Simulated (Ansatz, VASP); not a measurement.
## Two plane-wave programs on Al4NiPd3

```
Al Ni Pd
1.0
    -3.03732    3.03732    3.03732
     3.03732   -3.03732    3.03732
     3.03732    3.03732   -3.03732
Al Ni Pd
4 1 3
Cartesian
  1.5187 1.5187 1.5187
  1.5187 -1.5187 1.5187
  -1.5187 1.5187 1.5187
  1.5187 1.5187 -1.5187
  0.0000 0.0000 0.0000
  0.0000 3.0373 0.0000
  3.0373 0.0000 0.0000
  0.0000 0.0000 3.0373
```

Alike in both runs: task relaxation of cell and atoms; functional PBE; k mesh 10 × 10 × 10; occupations gaussian, width 0.1 eV; no spin polarisation.

```csv
,VASP,Ansatz
version,VASP 6.6.1,Ansatz 0.2.0
potentials or method,"VASP PAW PBE potentials, release 64 (Al, Ni, Pd), cutoff 600 eV","scalar-relativistic, plane waves, PAW"
valence electrons in the cell,52,84
```

|  | VASP | Ansatz | Ansatz less VASP |
| --- | --- | --- | --- |
| gap on the k mesh at the Fermi level, each at its own relaxed structure (eV) | none | none | - |
| relaxed volume (Å³/atom) | 14.01 | 14.01 | 0.000 |
| relaxed cell length with the largest relative difference (Å) | 5.261 | 5.261 | 0.0000 |

A gap of «none» marks a metal or a gap that the smearing closes. VASP's potentials hold 52 valence electrons a cell and Ansatz's 84, so a difference there can come from the potentials and not from the codes.

Noted on VASP's run: the relaxation stopped at its first step, so nothing moved.
